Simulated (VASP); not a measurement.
# As2Se (I4_1/amd) in VASP: further runs

Runs on As2Se. Level: PBEsol. Tasks: single point.

Everything below comes from runs of VASP 6.6.1. Logs are shortened: lines on timing, memory, paths and dates and some standing lists are left out, and cuts for length are marked.

### 1 The cell of the first run

It takes space group I4_1/amd (No. 141, tetragonal). The conventional cell has a = 7.059 Å, b = 7.059 Å, c = 5.307 Å, α = 90.00°, β = 90.00°, γ = 90.00°. Within 3.5 Å of As (site symmetry 2/m) lie 2 Se at 2.66 Å and 4 As at 2.83 Å. Se (site symmetry -4m2) has 4 As at 2.66 Å within 3.5 Å.

### 2 Single point, PBEsol

File INCAR:

```
PREC = Accurate ; ENCUT = 520
EDIFF = 1E-6 ; ISMEAR = 0
SIGMA = 0.1 ; LREAL = F
LASPH = T ; NELM = 80
ALGO = Normal ; ISIF = 2
LWAVE = F ; LCHARG = F
GGA = PS ; NBANDS = 25
```

File KPOINTS:

```
regular mesh
0
Gamma
  1 1 1
```

File POSCAR:

```
As2Se
1.0
   -3.5294180000      3.5294180000      2.6535710000
    3.5294180000     -3.5294180000      2.6535710000
    3.5294180000      3.5294180000     -2.6535710000
As Se
4 2
Direct
    0.8750000000      0.1250000000      0.7500000000
    0.3750000000      0.1250000000      0.2500000000
    0.8750000000      0.6250000000      0.7500000000
    0.8750000000      0.1250000000      0.2500000000
    0.5000000000      0.5000000000      0.0000000000
    0.2500000000      0.7500000000      0.5000000000
```

Potentials or basis: VASP PAW PBE potentials, release 64 (As, Se).

Command:

```
cat potpaw_PBE.64/As/POTCAR potpaw_PBE.64/Se/POTCAR > POTCAR
mpirun -np 1 vasp_gam > vasp.out
```

OUTCAR:

```text
PREC = Accurate
   ENCUT = 520
   EDIFF = 1E-6
   ISMEAR = 0
   LREAL = F
   LASPH = T
   NELM = 80
   ISIF = 2
   GGA = PS

 ion  position               nearest neighbor table
   1  0.875  0.125  0.750-   5 2.66   6 2.66   4 2.83   4 2.83   3 2.83   3 2.83
   2  0.375  0.125  0.250-   5 2.66   6 2.66   3 2.83   4 2.83   4 2.83   3 2.83
   3  0.875  0.625  0.750-   5 2.66   6 2.66   1 2.83   2 2.83   1 2.83   2 2.83
   4  0.875  0.125  0.250-   6 2.66   5 2.66   2 2.83   1 2.83   1 2.83   2 2.83
   5  0.500  0.500  0.000-   4 2.66   2 2.66   3 2.66   1 2.66
   6  0.250  0.750  0.500-   1 2.66   2 2.66   3 2.66   4 2.66

  LATTYP: Found a body centered tetragonal cell.
 ALAT       =     7.0588360000
 C/A-ratio  =     0.7518437884

  Lattice vectors:

 A1 = (  -3.5294180000,   3.5294180000,   2.6535710000)
 A2 = (   3.5294180000,  -3.5294180000,   2.6535710000)
 A3 = (   3.5294180000,   3.5294180000,  -2.6535710000)

Analysis of symmetry for initial positions (statically):
=====================================================================
 Subroutine PRICEL returns:
 Original cell was already a primitive cell.

 Routine SETGRP: Setting up the symmetry group for a
 body centered tetragonal supercell.

 Subroutine GETGRP returns: Found 16 space group operations
 (whereof  8 operations were pure point group operations)
 out of a pool of 16 trial point group operations.

The static configuration has the point symmetry D_2d.
 The point group associated with its full space group is D_4h.

Analysis of symmetry for dynamics (positions and initial velocities):
=====================================================================
 Subroutine PRICEL returns:
 Original cell was already a primitive cell.

 Routine SETGRP: Setting up the symmetry group for a
 body centered tetragonal supercell.

 Subroutine GETGRP returns: Found 16 space group operations
 (whereof  8 operations were pure point group operations)
 out of a pool of 16 trial point group operations.

The dynamic configuration has the point symmetry D_2d.
 The point group associated with its full space group is D_4h.

 Subroutine INISYM returns: Found 16 space group operations
 (whereof  8 operations are pure point group operations),
 and found     1 'primitive' translations

----------------------------------------------------------------------------------------

                                     Primitive cell

  volume of cell :     132.2199

  direct lattice vectors                    reciprocal lattice vectors
    -3.529418000  3.529418000  2.653571000     0.000000000  0.141666416  0.188425333
     3.529418000 -3.529418000  2.653571000     0.141666416  0.000000000  0.188425333
     3.529418000  3.529418000 -2.653571000     0.141666416  0.141666416  0.000000000

  length of vectors
     5.652877311  5.652877311  5.652877311     0.235740280  0.235740280  0.200346567

  position of ions in fractional coordinates (direct lattice)
     0.875000000  0.125000000  0.750000000
     0.375000000  0.125000000  0.250000000
     0.875000000  0.625000000  0.750000000
     0.875000000  0.125000000  0.250000000
     0.500000000  0.500000000  0.000000000
     0.250000000  0.750000000  0.500000000

  ion indices of the primitive-cell ions
   primitive index   ion index
                 1           1
                 2           2
                 3           3
                 4           4
                 5           5
                 6           6

----------------------------------------------------------------------------------------

 KPOINTS: regular mesh

Automatic generation of k-mesh.
 Grid dimensions read from file:
 generate k-points for:    1    1    1

 Generating k-lattice:

  Cartesian coordinates                     Fractional coordinates (reciprocal lattice)
     0.000000000  0.141666416  0.188425333     1.000000000 -0.000000000  0.000000000
     0.141666416  0.000000000  0.188425333    -0.000000000  1.000000000  0.000000000
     0.141666416  0.141666416  0.000000000     0.000000000  0.000000000  1.000000000

  Length of vectors
     0.235740280  0.235740280  0.200346567

  Shift w.r.t. Gamma in fractional coordinates (k-lattice)
     0.000000000  0.000000000  0.000000000

 Subroutine IBZKPT returns following result:
 ===========================================

 Found      1 irreducible k-points:

 Following reciprocal coordinates:
            Coordinates               Weight
  0.000000  0.000000  0.000000      1.000000
   k-points           NKPTS =      1   k-points in BZ     NKDIM =      1   number of bands    NBANDS=     25
   number of dos      NEDOS =    301   number of ions     NIONS =      6
   total plane-waves  NPLWV =  74088
   dimension x,y,z NGX =    42 NGY =   42 NGZ =   42
   dimension x,y,z NGXF=    84 NGYF=   84 NGZF=   84
   ions per type =               4   2
   NGX,Y,Z   is equivalent  to a cutoff of  12.35, 12.35, 12.35 a.u.
   NGXF,Y,Z  is equivalent  to a cutoff of  24.70, 24.70, 24.70 a.u.
 SYSTEM =  unknown system
   PREC   = accura    normal or accurate (medium, high low for compatibility)
   ISTART =      0    job   : 0-new  1-cont  2-samecut
   ICHARG =      2    charge: 1-file 2-atom 10-const
   ISPIN  =      1    spin polarized calculation?
   LNONCOLLINEAR =      F non collinear calculations
   LSORBIT =      F    spin-orbit coupling
   LASPH  =      T    aspherical Exc in radial PAW
   ENCUT  =  520.0 eV  38.22 Ry    6.18 a.u.  10.51 10.51 10.51*2*pi/ulx,y,z
   NELM   =     80;   NELMIN=  2; NELMDL= -5     # of ELM steps
   EDIFF  = 0.1E-05   stopping-criterion for ELM
   LREAL  =      F    real-space projection
   EDIFFG = 0.1E-04   stopping-criterion for IOM
   NSW    =      0    number of steps for IOM
   IBRION =     -1    ionic relax: 0-MD 1-quasi-New 2-CG
   NFREE  =      0    steps in history (QN), initial steepest desc. (CG)
   ISIF   =      2    stress and relaxation
   ISYM   =      2    0-nonsym 1-usesym 2-fastsym
   POTIM  = 0.5000    time-step for ionic-motion
   TEBEG  =    0.0;   TEEND  =   0.0 temperature during run
   PSTRESS=    0.0 pullay stress
   NELECT =      32.0000    total number of electrons
   NUPDOWN=      -1.0000    fix difference up-down
   EMIN   =  10.00;   EMAX   =-10.00  energy-range for DOS
   EFERMI =   0.00;   METHOD = LEGACY
   ISMEAR =     0;   SIGMA  =   0.10  broadening in eV -4-tet -1-fermi 0-gaus
   EFERMI_NEDOS =   21; number of points for ismear=-14 and -15
   IALGO  =     38    algorithm
   IMIX   =      4    mixing-type and parameters
     AMIX     =   0.40;   BMIX     =  1.00
     AMIX_MAG =   1.60;   BMIX_MAG =  1.00
  volume/ion in A,a.u.               =      22.04       148.71
  Fermi-wavevector in a.u.,A,eV,Ry     =   1.020217  1.927930 14.161523  1.040843
  Thomas-Fermi vector in A             =   2.153774
   LORBIT       =      0    0 simple, 1 ext, 2 COOP (PROOUT), +10 PAW based schemes
   GGA     = PS    functional components
   LHFCALC =     F    Hartree Fock is set to
   AEXX    =    0.0000 exact exchange contribution
   IVDW    =     0    specifies the selected vdW correction
   LEPSILON=     F    determine dielectric tensor
   LRPA    =     F    only Hartree local field effects (RPA)
 non-spin polarized calculation
 Gauss-broadening in eV      SIGMA  =   0.10
  energy-cutoff  :      520.00
  volume of cell :      132.22
 maximum number of plane-waves:      1803
 NGX is ok and might be reduce to    42
   NGX = 21   NGY = 21   NGZ = 21

 number of electron      31.9999999 magnetization

 Free energy of the ion-electron system (eV)
  ---------------------------------------------------
  ext. energy  EPLUGINS =         0.00000000
  ---------------------------------------------------
  free energy    TOTEN  =       -38.69757201 eV

  energy without entropy =      -38.69757201  energy(sigma->0) =      -38.69757201

 E-fermi :   3.9470     XC(G=0): -10.1500

 val. band max:        3.4881582788   @ k =   0.0000   0.0000   0.0000
 cond. band min:       6.7326448854   @ k =   0.0000   0.0000   0.0000
 fundamental gap:      3.2444866067
 Fermi energy:         3.9469514333

 k-point     1 :       0.0000    0.0000    0.0000
  band No.  band energies     occupation
      1     -10.5651      2.00000
      2      -8.3269      2.00000
      3      -6.0018      2.00000
      4      -6.0018      2.00000
      5      -5.9422      2.00000
      6      -4.3220      2.00000
[... 17 lines left out ...]
     24       9.8687      0.00000
     25      10.6685      0.00000

------------------------ aborting loop because EDIFF is reached ----------------------------------------

  FORCE on cell =-STRESS in cart. coord.  units (eV):
  Direction    XX          YY          ZZ          XY          YZ          ZX
  --------------------------------------------------------------------------------------
  -------------------------------------------------------------------------------------
  Total      -15.8732154    -15.8732154    -15.9468683      0.0000000      0.0000000      0.0000000
  in kB     -192.3439787   -192.3439787   -193.2364693      0.0000000      0.0000000      0.0000000
  external PRESSURE =    -192.6414756 kB  Pullay stress =       0.0000000 kB

 VOLUME and BASIS-vectors are now :
 -----------------------------------------------------------------------------
  energy-cutoff  :      520.00
  volume of cell :      132.22
      direct lattice vectors                 reciprocal lattice vectors
    -3.529418000  3.529418000  2.653571000     0.000000000  0.141666416  0.188425333
     3.529418000 -3.529418000  2.653571000     0.141666416  0.000000000  0.188425333
     3.529418000  3.529418000 -2.653571000     0.141666416  0.141666416  0.000000000

 POSITION                                       TOTAL-FORCE (eV/Angst)
 -----------------------------------------------------------------------------------
      0.00000      5.29413      0.66339         0.000000     -0.000000     -0.000000
     -0.00000      1.76471      0.66339         0.000000     -0.000000     -0.000000
      1.76471      3.52942      1.99018         0.000000     -0.000000     -0.000000
     -1.76471      3.52942      1.99018         0.000000     -0.000000     -0.000000
      0.00000      0.00000      2.65357        -0.000000     -0.000000     -0.000000
      3.52942     -0.00000      1.32679        -0.000000      0.000000      0.000000
 -----------------------------------------------------------------------------------
    total drift:                               -0.000000      0.000000     -0.000000

  FREE ENERGIE OF THE ION-ELECTRON SYSTEM (eV)
  ---------------------------------------------------
  free  energy   TOTEN  =       -38.6975720093 eV

  energy  without entropy=      -38.6975720093  energy(sigma->0) =      -38.69757201
```

It took 6.5 s on 1 thread of Intel Xeon 6975P-C (Granite Rapids), shared host; peak memory 0.23 GiB.

Results:

* Free energy: -38.6976 eV
* Pressure: -19.3 GPa
* Band gap on the k mesh: 3.24 eV

Caveat: the k points lie up to 1.48 Å⁻¹ apart; the PAW data sets were made with another functional, which shifts forces and pressure a little. A k mesh can miss the band edges.

### 3 Single point, PBEsol

File INCAR:

```
SYSTEM = As2Se
  ALGO = Normal
  EDIFF = 1E-6
  ENCUT = 520
  GGA = PS
  ISIF = 2
  ISMEAR = 0
  LASPH = .TRUE.
  LCHARG = .TRUE.
  LELF = .TRUE.
  LREAL = .FALSE.
  LVHAR = .TRUE.
  LWAVE = .FALSE.
  NBANDS = 25
  NELM = 80
  PREC = Accurate
  SIGMA = 0.1
```

File KPOINTS:

```
k-points
0
G
  2 2 2
  0 0 0
```

POSCAR is that of step 2.

Potentials or basis: VASP PAW PBE potentials, release 64 (As, Se).

Command:

```
cat potpaw_PBE.64/As/POTCAR potpaw_PBE.64/Se/POTCAR > POTCAR
mpirun -np 1 vasp_std > vasp.out
```

It took 10 s on 1 thread of Intel Xeon 6975P-C (Granite Rapids), shared host; peak memory 0.23 GiB.

The run converged. Its results:

| Property | Result |
| --- | --- |
| Free energy | -25.9161 eV |
| Pressure | -3.5 GPa |
| Band gap on the k mesh | zero (band 16 reaches 4.69 eV, above the bottom of band 17 at 4.60 eV) |

Stress tensor (GPa, compression positive):
```
-0.36  0.00  0.00
 0.00 -0.36  0.00
 0.00  0.00 -9.68
```

Levels at points of the mesh, in eV from the Fermi level:
```
           k point  band 12  band 13  band 14  band 15  band 16  band 17  band 18  band 19  band 20  band 21
(0.00, 0.00, 0.00)    -2.85    -2.85    -2.83    -2.83    -1.14     2.31     2.98     2.98     3.45     3.91
(0.50, 0.00, 0.00)    -2.44    -1.85    -1.50    -0.35     0.05     0.14     0.50     1.41     2.51     2.91
(0.50, 0.50, 0.00)    -2.35    -1.44    -1.44    -1.06    -1.06    -0.04    -0.04     1.80     1.80     3.76
(0.50, 0.50, 0.50)    -2.58    -0.57    -0.57    -0.20    -0.20     0.37     0.37     0.47     0.47     2.52
```

Caveat: the k points lie up to 0.74 Å⁻¹ apart; the PAW data sets were made with another functional, which shifts forces and pressure a little.

[end of part 1 of 2]
